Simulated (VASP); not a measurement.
The system is AlCu2.

```
CELL_PARAMETERS angstrom
4.16944 0.00000 0.00000
-2.08472 3.61084 0.00000
0.00000 0.00000 2.59260
ATOMIC_POSITIONS crystal
Al 0.00000 0.00000 0.00000
Cu 0.33333 0.66667 0.50000
Cu 0.66667 0.33333 0.50000
```

Base run:

| Property | Result |
| --- | --- |
| Program | VASP 6.6.1 |
| Functional | PBE |
| Potentials or basis | VASP PAW PBE potentials, release 64 (Al, Cu) |
| Cutoff | 520 eV |
| k mesh | 12 × 12 × 18 |
| Occupations | gaussian, width 0.1 eV |
| Spin | no spin polarisation |

Its results: band gap on the k mesh zero (an odd number of electrons rules out a gap without spin polarisation); pressure 0.3 GPa.

Problem. The run is repeated on the same cell with these changes: functional from PBE to r2SCAN; further incar settings from ALGO = Fast; EDIFF = 1e-06; NBANDS = 20 to ALGO = Normal; EDIFF = 1e-06; NBANDS = 20. What comes out?

Solution. Band gap on the k mesh zero (an odd number of electrons rules out a gap without spin polarisation); pressure -4.5 GPa.

Caveats: the cell stands under tension (at least some runs); the PAW data sets were made with another functional, which shifts forces and pressure a little (at least some runs).
